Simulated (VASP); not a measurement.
A run of VASP 6.6.1:

POSCAR

```
CdPtC6N6
1.0
    0.0000000000      5.4645000000      5.4645000000
    5.4645000000      0.0000000000      5.4645000000
    5.4645000000      5.4645000000      0.0000000000
Cd Pt C N
1 1 6 6
Direct
    0.5000000000      0.5000000000      0.5000000000
    0.0000000000      0.0000000000      0.0000000000
    0.1833881846      0.1833881846      0.8166118154
    0.8166118154      0.8166118154      0.1833881846
    0.8166118154      0.1833881846      0.1833881846
    0.1833881846      0.8166118154      0.8166118154
    0.1833881846      0.8166118154      0.1833881846
    0.8166118154      0.1833881846      0.8166118154
    0.2892475474      0.2892475474      0.7107524526
    0.7107524526      0.7107524526      0.2892475474
    0.7107524526      0.2892475474      0.2892475474
    0.2892475474      0.7107524526      0.7107524526
    0.2892475474      0.7107524526      0.2892475474
    0.7107524526      0.2892475474      0.7107524526
```

The input INCAR.step1:

```
PREC = Accurate
ENCUT = 520
ISMEAR = -1
SIGMA = 0.05
LREAL = F
LASPH = T
NELM = 60
NBANDS = 51
GGA = PE
ALGO = Normal
EDIFF = 1E-4
LWAVE = T
LCHARG = F
```

Contents of INCAR.step2:

```
PREC = Accurate
ENCUT = 520
EDIFF = 1E-8
ISMEAR = -1
SIGMA = 0.05
LREAL = F
LASPH = T
NELM = 60
ALGO = Normal
ISIF = 2
LWAVE = F
LCHARG = F
METAGGA = R2SCAN
LMIXTAU = T
LEFG = T
NBANDS = 51
ISTART = 1
```

The input KPOINTS:

```
Automatic mesh
0
Gamma
  5 5 5
```

Potentials or basis: VASP PAW PBE potentials, release 64 (Cd, Pt, C, N).

Run with:

```bash
$ cat potpaw_PBE.64/Cd/POTCAR potpaw_PBE.64/Pt/POTCAR potpaw_PBE.64/C/POTCAR potpaw_PBE.64/N/POTCAR > POTCAR
$ cp INCAR.step1 INCAR
$ mpirun -np 1 vasp_std > vasp.out
$ cp INCAR.step2 INCAR
$ mpirun -np 1 vasp_std > vasp.out
```

Hardware: 1 thread of Intel(R) Xeon(R) Platinum 8375C CPU @ 2.90GHz (Ice Lake), with other jobs on the host.

**Question.** Estimate the wall time of this run.

**Answer.** Wall time 26 min on 1 thread of Intel(R) Xeon(R) Platinum 8375C CPU @ 2.90GHz (Ice Lake) (shared host), peak memory 0.64 GiB. Counts: k points 10.
